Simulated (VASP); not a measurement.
Input of a VASP 6.6.1 run:

The input INCAR:

```
SYSTEM = BO
ALGO     = Normal         ! electronic algorithm
EDIFF    = 1E-6           ! SCF threshold, eV
ENCUT    = 520            ! plane-wave cutoff, eV
GGA      = PE             ! functional
ISIF     = 2              ! what is computed and relaxed
ISMEAR   = 0              ! smearing method
LASPH    = .TRUE.         ! aspherical terms in the spheres
LCHARG   = .FALSE.        ! write CHGCAR
LREAL    = .FALSE.        ! projectors in reciprocal space
LWAVE    = .FALSE.        ! write WAVECAR
NBANDS   = 28             ! bands
NELM     = 80             ! most SCF steps
PREC     = Accurate       ! precision mode
SIGMA    = 0.1            ! smearing width, eV
```

File KPOINTS:

```
k-points
0
G
  8 8 8
  0 0 0
```

The input POSCAR:

```
BO
1.0
    4.5608019106      0.0000000000      0.0000000000
    0.0000000000      4.5608019106      0.0000000000
    0.0000000000      0.0000000000      4.5608019106
B O
4 4
Direct
    0.9570689317      0.9570689317      0.9570689317
    0.5429310683      0.0429310683      0.4570689317
    0.4570689317      0.5429310683      0.0429310683
    0.0429310683      0.4570689317      0.5429310683
    0.7939828983      0.7939828983      0.7939828983
    0.7060171017      0.2060171017      0.2939828983
    0.2939828983      0.7060171017      0.2060171017
    0.2060171017      0.2939828983      0.7060171017
```

Potentials or basis: VASP PAW PBE potentials, release 64 (B, O).

Launch:

```console
$ cat potpaw_PBE.64/B/POTCAR potpaw_PBE.64/O/POTCAR > POTCAR
$ mpirun -np 1 vasp_std > vasp.out
```

Problem. What does it give for the pressure?

Solution. 0.2 GPa.

Problem. Predict the band gap on the k mesh.

Solution. Zero (bands 18 and 19 overlap by 0.81 eV).

Forces in eV/Å, atoms in the order of the input:
```
B    0.067  0.067  0.067
B   -0.067 -0.067  0.067
B    0.067 -0.067 -0.067
B   -0.067  0.067 -0.067
O   -0.062 -0.062 -0.062
O    0.062  0.062 -0.062
O   -0.062  0.062  0.062
O    0.062 -0.062  0.062
```
